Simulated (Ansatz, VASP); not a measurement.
Ge in VASP and in Ansatz

Contents of INCAR:

```
PREC = Accurate
ENCUT = 520
EDIFF = 1E-8
ISMEAR = -1
SIGMA = 0.05
LREAL = F
LASPH = T
NELM = 80
ALGO = Normal
ISIF = 2
LWAVE = F
LCHARG = F
GGA = CA
LEFG = T
NBANDS = 21
```

KPOINTS

```
Automatic mesh
0
Gamma
  10 10 10
```

POSCAR

```
Ge
1.0
    0.0565754000      2.8570577000      2.8570577000
    2.8570577000      0.0565754000      2.8570577000
    2.8570577000      2.8570577000      0.0565754000
Ge
2
Direct
    0.5000000000      0.5000000000      0.5000000000
    0.7500000000      0.7500000000      0.7500000000
```

Input for Ansatz:

```yaml
crystal:
  lattice:
    - [0.0565754, 2.8570577, 2.8570577]
    - [2.8570577, 0.0565754, 2.8570577]
    - [2.8570577, 2.8570577, 0.0565754]
  atoms:
    - { symbol: Ge, position: [0.5, 0.5, 0.5] }
    - { symbol: Ge, position: [0.75, 0.75, 0.75] }
kpoints:
  mp_grid: { grid: [10, 10, 10] }
scf:
  occupations: { method: fermi_dirac, width: 0.05 }
hamiltonian:
  xc: lda
  pseudopotentials: { kind: all_electron, datasets: crystal }
output:
  forces: true
  stress: true
  eigenvalues: true
  efg: { contact_densities: true }
```

Change from the starting cell: equal xy, yz and zx shear strains of +2 %, crystal datasets.

Alike in both runs: task electric field gradients; functional LDA; k mesh 10 × 10 × 10; occupations fermi-dirac, width 0.05 eV; no spin polarisation.

|  | VASP | Ansatz |
| --- | --- | --- |
| version | VASP 6.6.1 | Ansatz 0.2.0 |
| potentials or method | VASP PAW LDA potentials, release 64 (Ge_d), cutoff 520 eV | all-electron PAW with datasets made for the crystal, scalar-relativistic |

```csv
,VASP,Ansatz,Ansatz less VASP
pressure (GPa),-1.0,-1.1,-0.09
"traceless stress, the component that is largest in VASP (GPa)",-1.54,-1.53,+0.014
rms of the force components (eV/Å),0.144,0.143,-0.0016
size of Vzz on the site where it differs most (V/Å²),19.5,19.1,-0.43
```

LDA's correlation is that of Perdew and Zunger in VASP and of Perdew and Wang (1992) in Ansatz. Atom by atom the forces differ by 0.002 eV/Å (rms over components). Ansatz ran all-electron here, and VASP with PAW potentials.
